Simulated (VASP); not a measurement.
# WC (I4/mmm) in VASP: further runs

The runs below take WC through single point, with PBEsol.

Everything below comes from runs of VASP 6.6.1. Logs are shortened: lines on timing, memory, paths and dates and some standing lists are left out, and cuts for length are marked.

## Step 1: The cell of the first run

It takes space group I4/mmm (No. 139, tetragonal). Conventional cell: a = 3.225 Å, b = 3.225 Å, c = 4.210 Å, α = 90.00°, β = 90.00°, γ = 90.00°. W (site symmetry 4/mmm) has 6 C at 2.10 to 2.28 Å within 2.8 Å. Within 2.8 Å of C (site symmetry 4/mmm) lie 6 W at 2.10 to 2.28 Å.

## Step 2: Single point, PBEsol (strain +0.040 along x and y, -0.040 along z)

Input file INCAR:

```
SYSTEM = WC
ALGO = Normal ; EDIFF = 1E-6
ENCUT = 520 ; GGA = PS
ISIF = 2 ; ISMEAR = 0
LASPH = .TRUE. ; LCHARG = .FALSE.
LREAL = .FALSE. ; LWAVE = .FALSE.
NBANDS = 16 ; NELM = 100
PREC = Accurate ; SIGMA = 0.15
```

Input file KPOINTS:

```
k-points
0
G
  18 18 18
  0 0 0
```

Input file POSCAR:

```
WC
1.0
    0.0000000000      2.2803913600      2.1049766400
    2.2803913600      0.0000000000      2.1049766400
    2.2803913600      2.2803913600      0.0000000000
W C
1 1
Direct
    0.0000000000      0.0000000000      0.0000000000
    0.5000000000      0.5000000000      0.5000000000
```

Potentials or basis: VASP PAW PBE potentials, release 64 (W_sv, C).

Launch:

```bash
cat potpaw_PBE.64/W_sv/POTCAR potpaw_PBE.64/C/POTCAR > POTCAR
mpirun -np 1 vasp_std > vasp.out
```

OUTCAR:

```text
SYSTEM = WC
   EDIFF = 1E-6
   ENCUT = 520
   GGA = PS
   ISIF = 2
   ISMEAR = 0
   LASPH = .TRUE.
   LREAL = .FALSE.
   NELM = 100
   PREC = Accurate

 ion  position               nearest neighbor table
   1  0.000  0.000  0.000-   2 2.10   2 2.10   2 2.28   2 2.28   2 2.28   2 2.28
   2  0.500  0.500  0.500-   1 2.10   1 2.10   1 2.28   1 2.28   1 2.28   1 2.28

  LATTYP: Found a body centered tetragonal cell.
 ALAT       =     3.2249603888
 C/A-ratio  =     1.3054279037

  Lattice vectors:

 A1 = (   0.0000000000,  -2.2803913600,  -2.1049766400)
 A2 = (   0.0000000000,   2.2803913600,  -2.1049766400)
 A3 = (   2.2803913600,   0.0000000000,   2.1049766400)

Analysis of symmetry for initial positions (statically):
=====================================================================
 Subroutine PRICEL returns:
 Original cell was already a primitive cell.

 Routine SETGRP: Setting up the symmetry group for a
 body centered tetragonal supercell.

 Subroutine GETGRP returns: Found 16 space group operations
 (whereof 16 operations were pure point group operations)
 out of a pool of 16 trial point group operations.

The static configuration has the point symmetry D_4h.

Analysis of symmetry for dynamics (positions and initial velocities):
=====================================================================
 Subroutine PRICEL returns:
 Original cell was already a primitive cell.

 Routine SETGRP: Setting up the symmetry group for a
 body centered tetragonal supercell.

 Subroutine GETGRP returns: Found 16 space group operations
 (whereof 16 operations were pure point group operations)
 out of a pool of 16 trial point group operations.

The dynamic configuration has the point symmetry D_4h.

 Subroutine INISYM returns: Found 16 space group operations
 (whereof 16 operations are pure point group operations),
 and found     1 'primitive' translations

----------------------------------------------------------------------------------------

                                     Primitive cell

  volume of cell :      21.8925

  direct lattice vectors                    reciprocal lattice vectors
     0.000000000  2.280391360  2.104976640    -0.219260610  0.219260610  0.237532327
     2.280391360  0.000000000  2.104976640     0.219260610 -0.219260610  0.237532327
     2.280391360  2.280391360  0.000000000     0.219260610  0.219260610 -0.237532327

  length of vectors
     3.103403198  3.103403198  3.224960389     0.390604706  0.390604706  0.390604706

  position of ions in fractional coordinates (direct lattice)
     0.000000000  0.000000000  0.000000000
     0.500000000  0.500000000  0.500000000

  ion indices of the primitive-cell ions
   primitive index   ion index
                 1           1
                 2           2

----------------------------------------------------------------------------------------

 KPOINTS: k-points

Automatic generation of k-mesh.
 Grid dimensions read from file:
 generate k-points for:   18   18   18

 Generating k-lattice:

  Cartesian coordinates                     Fractional coordinates (reciprocal lattice)
    -0.012181145  0.012181145  0.013196240     0.055555556  0.000000000  0.000000000
     0.012181145 -0.012181145  0.013196240     0.000000000  0.055555556  0.000000000
     0.012181145  0.012181145 -0.013196240     0.000000000  0.000000000  0.055555556

  Length of vectors
     0.021700261  0.021700261  0.021700261

  Shift w.r.t. Gamma in fractional coordinates (k-lattice)
     0.000000000  0.000000000  0.000000000

 Subroutine IBZKPT returns following result:
 ===========================================

 Found    480 irreducible k-points:

 Following reciprocal coordinates:
            Coordinates               Weight
  0.000000  0.000000  0.000000      1.000000
  0.055556 -0.000000  0.000000      8.000000
  0.111111 -0.000000  0.000000      8.000000
  0.166667 -0.000000  0.000000      8.000000
  0.222222 -0.000000  0.000000      8.000000
  0.277778  0.000000  0.000000      8.000000
[... 16 lines left out ...]
 -0.277778  0.055556  0.000000      8.000000
 -0.222222  0.055556  0.000000      8.000000
 [... further k-points ...]
   k-points           NKPTS =    480   k-points in BZ     NKDIM =    480   number of bands    NBANDS=     16
   number of dos      NEDOS =    301   number of ions     NIONS =      2
   total plane-waves  NPLWV =  13824
   dimension x,y,z NGX =    24 NGY =   24 NGZ =   24
   dimension x,y,z NGXF=    48 NGYF=   48 NGZF=   48
   ions per type =               1   1
   NGX,Y,Z   is equivalent  to a cutoff of  12.86, 12.86, 12.37 a.u.
   NGXF,Y,Z  is equivalent  to a cutoff of  25.71, 25.71, 24.74 a.u.
 SYSTEM =  WC
   PREC   = accura    normal or accurate (medium, high low for compatibility)
   ISTART =      0    job   : 0-new  1-cont  2-samecut
   ICHARG =      2    charge: 1-file 2-atom 10-const
   ISPIN  =      1    spin polarized calculation?
   LNONCOLLINEAR =      F non collinear calculations
   LSORBIT =      F    spin-orbit coupling
   LASPH  =      T    aspherical Exc in radial PAW
   ENCUT  =  520.0 eV  38.22 Ry    6.18 a.u.   5.77  5.77  6.00*2*pi/ulx,y,z
   NELM   =    100;   NELMIN=  2; NELMDL= -5     # of ELM steps
   EDIFF  = 0.1E-05   stopping-criterion for ELM
   LREAL  =      F    real-space projection
   EDIFFG = 0.1E-04   stopping-criterion for IOM
   NSW    =      0    number of steps for IOM
   IBRION =     -1    ionic relax: 0-MD 1-quasi-New 2-CG
   NFREE  =      0    steps in history (QN), initial steepest desc. (CG)
   ISIF   =      2    stress and relaxation
   ISYM   =      2    0-nonsym 1-usesym 2-fastsym
   POTIM  = 0.5000    time-step for ionic-motion
   TEBEG  =    0.0;   TEEND  =   0.0 temperature during run
   PSTRESS=    0.0 pullay stress
   NELECT =      18.0000    total number of electrons
   NUPDOWN=      -1.0000    fix difference up-down
   EMIN   =  10.00;   EMAX   =-10.00  energy-range for DOS
   EFERMI =   0.00;   METHOD = LEGACY
   ISMEAR =     0;   SIGMA  =   0.15  broadening in eV -4-tet -1-fermi 0-gaus
   EFERMI_NEDOS =   21; number of points for ismear=-14 and -15
   IALGO  =     38    algorithm
   IMIX   =      4    mixing-type and parameters
     AMIX     =   0.40;   BMIX     =  1.00
     AMIX_MAG =   1.60;   BMIX_MAG =  1.00
  volume/ion in A,a.u.               =      10.95        73.87
  Fermi-wavevector in a.u.,A,eV,Ry     =   1.533676  2.898228 32.003112  2.352162
  Thomas-Fermi vector in A             =   2.640710
   LORBIT       =      0    0 simple, 1 ext, 2 COOP (PROOUT), +10 PAW based schemes
   GGA     = PS    functional components
   LHFCALC =     F    Hartree Fock is set to
   AEXX    =    0.0000 exact exchange contribution
   IVDW    =     0    specifies the selected vdW correction
   LEPSILON=     F    determine dielectric tensor
   LRPA    =     F    only Hartree local field effects (RPA)
 non-spin polarized calculation
 Gauss-broadening in eV      SIGMA  =   0.15
  energy-cutoff  :      520.00
  volume of cell :       21.89
 maximum number of plane-waves:       608
   NGX = 11   NGY = 11   NGZ = 11

 number of electron      18.0000002 magnetization

 Free energy of the ion-electron system (eV)
  ---------------------------------------------------
  ext. energy  EPLUGINS =         0.00000000
  ---------------------------------------------------
  free energy    TOTEN  =       -22.76440986 eV

  energy without entropy =      -22.75220521  energy(sigma->0) =      -22.75830754

 E-fermi :  11.6365     XC(G=0): -13.6236

 val. band max:       11.6326177895   @ k =  -0.3333   0.2222   0.0000
 cond. band min:      11.6392585933   @ k =  -0.3889   0.2222   0.1111
 fundamental gap:      0.0066408038
 Fermi energy:        11.6365382763

 k-point     1 :       0.0000    0.0000    0.0000
  band No.  band energies     occupation
      1     -63.6834      2.00000
      2     -27.7045      2.00000
      3     -27.6872      2.00000
      4     -27.6872      2.00000
      5      -3.7832      2.00000
      6       8.7918      2.00000
[... 8 lines left out ...]
     15      21.4256      0.00000
     16      32.9660      0.00000

 k-point     2 :       0.0556   -0.0000    0.0000
  band No.  band energies     occupation
      1     -63.6824      2.00000
      2     -27.7148      2.00000
      3     -27.6938      2.00000
      4     -27.6900      2.00000
      5      -3.6996      2.00000
      6       8.5860      2.00000
[... 8 lines left out ...]
     15      21.6210      0.00000
     16      32.2367      0.00000

 k-point     3 :       0.1111   -0.0000    0.0000
  band No.  band energies     occupation
      1     -63.6797      2.00000
      2     -27.7582      2.00000
      3     -27.6989      2.00000
      4     -27.6979      2.00000
      5      -3.4528      2.00000
      6       7.9463      2.00000
[... 8 lines left out ...]
     15      22.1622      0.00000
     16      30.6663      0.00000

 k-point     4 :       0.1667   -0.0000    0.0000
  band No.  band energies     occupation
      1     -63.6755      2.00000
      2     -27.8281      2.00000
      3     -27.7100      2.00000
      4     -27.7027      2.00000
      5      -3.0555      2.00000
      6       7.0694      2.00000
[... 8 lines left out ...]
     15      22.8881      0.00000
     16      29.1108      0.00000

 k-point     5 :       0.2222   -0.0000    0.0000
  band No.  band energies     occupation
      1     -63.6704      2.00000
      2     -27.9132      2.00000
      3     -27.7249      2.00000
      4     -27.7068      2.00000
      5      -2.5274      2.00000
      6       6.1315      2.00000
[... 8 lines left out ...]
     15      23.4664      0.00000
     16      28.1804      0.00000

 k-point     6 :       0.2778    0.0000    0.0000
  band No.  band energies     occupation
      1     -63.6651      2.00000
      2     -28.0026      2.00000
      3     -27.7406      2.00000
      4     -27.7110      2.00000
      5      -1.8936      2.00000
      6       5.1908      2.00000
[... 8 lines left out ...]
     15      23.7358      0.00000
     16      27.0849      0.00000

 k-point     7 :       0.3333   -0.0000    0.0000
  band No.  band energies     occupation
      1     -63.6600      2.00000
      2     -28.0854      2.00000
      3     -27.7553      2.00000
      4     -27.7149      2.00000
      5      -1.1840      2.00000
      6       4.2700      2.00000
[... 8 lines left out ...]
     15      24.1292      0.00000
     16      25.4215      0.00000

 k-point     8 :       0.3889   -0.0000    0.0000
  band No.  band energies     occupation
      1     -63.6558      2.00000
      2     -28.1522      2.00000
      3     -27.7673      2.00000
      4     -27.7180      2.00000
      5      -0.4357      2.00000
      6       3.3898      2.00000
[... 8 lines left out ...]
     15      24.0108      0.00000
     16      24.5295      0.00000

 k-point     9 :       0.4444   -0.0000    0.0000
  band No.  band energies     occupation
      1     -63.6531      2.00000
      2     -28.1954      2.00000
      3     -27.7751      2.00000
      4     -27.7200      2.00000
      5       0.2795      2.00000
      6       2.6042      2.00000
[... 8 lines left out ...]
     15      23.0007      0.00000
     16      24.2388      0.00000
[... 172 lines left out ...]
 k-point    19 :       0.5000    0.0556    0.0000
  band No.  band energies     occupation
      1     -63.6516      2.00000
      2     -28.2049      2.00000
      3     -27.7821      2.00000
      4     -27.7314      2.00000
      5       0.5715      2.00000
      6       2.3083      2.00000
[... 8 lines left out ...]
     15      22.9122      0.00000
     16      24.0113      0.00000

 k-point    20 :      -0.4444    0.0556    0.0000
  band No.  band energies     occupation
      1     -63.6521      2.00000
      2     -28.1960      2.00000
      3     -27.7779      2.00000
      4     -27.7351      2.00000
      5       0.3355      2.00000
      6       2.5300      2.00000
[... 8 lines left out ...]
     15      23.0826      0.00000
     16      24.0164      0.00000

 k-point    21 :      -0.3889    0.0556    0.0000
  band No.  band energies     occupation
      1     -63.6545      2.00000
      2     -28.1588      2.00000
      3     -27.7688      2.00000
      4     -27.7371      2.00000
      5      -0.3096      2.00000
      6       3.1989      2.00000
[... 8 lines left out ...]
     15      23.9493      0.00000
     16      24.1864      0.00000

 k-point    22 :      -0.3333    0.0556    0.0000
  band No.  band energies     occupation
      1     -63.6583      2.00000
      2     -28.0971      2.00000
      3     -27.7557      2.00000
      4     -27.7371      2.00000
      5      -1.0286      2.00000
      6       3.9946      2.00000
[... 8 lines left out ...]
     15      23.9523      0.00000
     16      25.3283      0.00000

 k-point    23 :      -0.2778    0.0556    0.0000
  band No.  band energies     occupation
      1     -63.6632      2.00000
      2     -28.0179      2.00000
      3     -27.7402      2.00000
      4     -27.7353      2.00000
      5      -1.7263      2.00000
      6       4.8480      2.00000
[... 8 lines left out ...]
     15      23.6816      0.00000
     16      26.5248      0.00000

 k-point    24 :      -0.2222    0.0556    0.0000
  band No.  band energies     occupation
      1     -63.6685      2.00000
      2     -27.9301      2.00000
      3     -27.7318      2.00000
      4     -27.7242      2.00000
      5      -2.3601      2.00000
      6       5.7481      2.00000
[... 8 lines left out ...]
     15      23.6314      0.00000
     16      26.7488      0.00000

 [... further k-points ...]
[... 5 lines left out ...]
  --------------------------------------------------------------------------------------
  -------------------------------------------------------------------------------------
  Total       -4.1961784     -4.1961784      1.6525134      0.0000000      0.0000000      0.0000000
  in kB     -307.0919783   -307.0919783    120.9370937      0.0000000      0.0000000      0.0000000
  external PRESSURE =    -164.4156210 kB  Pullay stress =       0.0000000 kB

 VOLUME and BASIS-vectors are now :
 -----------------------------------------------------------------------------
  energy-cutoff  :      520.00
  volume of cell :       21.89
      direct lattice vectors                 reciprocal lattice vectors
     0.000000000  2.280391360  2.104976640    -0.219260610  0.219260610  0.237532327
     2.280391360  0.000000000  2.104976640     0.219260610 -0.219260610  0.237532327
     2.280391360  2.280391360  0.000000000     0.219260610  0.219260610 -0.237532327

 POSITION                                       TOTAL-FORCE (eV/Angst)
 -----------------------------------------------------------------------------------
      0.00000      0.00000      0.00000         0.000000     -0.000000     -0.000000
      2.28039      2.28039      2.10498        -0.000000      0.000000      0.000000
 -----------------------------------------------------------------------------------
    total drift:                                0.000000     -0.000000     -0.000000

  FREE ENERGIE OF THE ION-ELECTRON SYSTEM (eV)
  ---------------------------------------------------
  free  energy   TOTEN  =       -22.7644098576 eV

  energy  without entropy=      -22.7522052148  energy(sigma->0) =      -22.75830754
```

It took 3.8 min on 1 thread of AMD EPYC 7R13, shared host; peak memory 0.25 GiB.

What came out:

```yaml
Free_energy: -22.7644 eV
Pressure: -16.4 GPa
Band_gap_on_the_k_mesh: zero (bands 9 and 10 overlap by 2.94 eV)
```

Stress tensor (GPa, compression positive):
```
-30.71   0.00   0.00
  0.00 -30.71   0.00
  0.00   0.00  12.09
```

Levels at points of the mesh, in eV from the Fermi level:
| k point | band 6 | band 7 | band 8 | band 9 | band 10 | band 11 | band 12 | band 13 |
| --- | --- | --- | --- | --- | --- | --- | --- | --- |
| (0.00, 0.00, 0.00) | -2.84 | -2.84 | -1.94 | -1.34 | -1.03 | -1.03 | -0.79 | -0.68 |
| (0.50, 0.00, 0.00) | -9.45 | -6.38 | -6.30 | 0.73 | 1.40 | 2.38 | 4.82 | 7.60 |
| (0.50, 0.50, 0.00) | -5.50 | -4.80 | -2.72 | -2.72 | 0.95 | 2.14 | 2.14 | 5.80 |
| (0.50, 0.00, 0.50) | -5.71 | -5.41 | -2.25 | -2.05 | 0.59 | 1.78 | 2.48 | 4.75 |

Caveat: the cell differs from its parent crystal (strain +0.040 along x and y, -0.040 along z); the stress differs along the axes, from -31 to 12 GPa; the PAW data sets were made with another functional, which shifts forces and pressure a little; spin-orbit coupling is left out, which moves the levels of the heavy elements.

## Step 3: Single point, PBEsol (strain +0.080 along x and y, -0.080 along z)

Input file INCAR:

```
  PREC = Accurate
  ENCUT = 520
  EDIFF = 1E-6
  ISMEAR = 0
  SIGMA = 0.15
  LREAL = False
  LASPH = True
  NELM = 80
  ALGO = Normal
  ISIF = 2
  LWAVE = False
  LCHARG = False
  GGA = PS
  NBANDS = 16
```

Input file KPOINTS:

```
Automatic mesh
0
Gamma
  18 18 18
```

Input file POSCAR:

```
WC
1.0
    0.0000000000      2.3680987200      2.0172692800
    2.3680987200      0.0000000000      2.0172692800
    2.3680987200      2.3680987200      0.0000000000
W C
1 1
Direct
    0.0000000000      0.0000000000      0.0000000000
    0.5000000000      0.5000000000      0.5000000000
```

Potentials or basis: VASP PAW PBE potentials, release 64 (W_sv, C).

Launch:

```bash
cat potpaw_PBE.64/W_sv/POTCAR potpaw_PBE.64/C/POTCAR > POTCAR
mpirun -np 1 vasp_std > vasp.out
```

Run time: 3.9 min. Hardware: 1 thread of AMD EPYC 7R13, shared host; peak memory 0.26 GiB.

Results (log left out):

```yaml
Free_energy: -22.2137 eV
Pressure: -12.1 GPa
Band_gap_on_the_k_mesh: zero (bands 9 and 10 overlap by 2.95 eV)
```

Stress tensor (GPa, compression positive):
```
-41.24   0.00   0.00
  0.00 -41.24   0.00
  0.00   0.00  46.11
```

Levels at points of the mesh, in eV from the Fermi level:
```
           k point  band 5  band 6  band 7  band 8  band 9  band 10  band 11  band 12  band 13  band 14
(0.00, 0.00, 0.00)  -15.15   -2.84   -2.84   -1.67   -1.24    -1.16    -1.06    -1.06    -0.32     7.67
(0.50, 0.00, 0.00)  -10.74   -9.15   -6.33   -6.30    0.47     1.82     2.72     4.63     6.71     8.28
(0.50, 0.50, 0.00)  -12.92   -5.26   -3.93   -2.97   -2.97     1.14     1.96     1.96     5.52     7.34
(0.50, 0.00, 0.50)  -13.20   -5.78   -5.00   -2.02   -1.56     0.06     1.39     2.48     4.28     8.40
```

Caveat: the cell differs from its parent crystal (strain +0.080 along x and y, -0.080 along z); the stress differs along the axes, from -41 to 46 GPa; the PAW data sets were made with another functional, which shifts forces and pressure a little; spin-orbit coupling is left out, which moves the levels of the heavy elements.
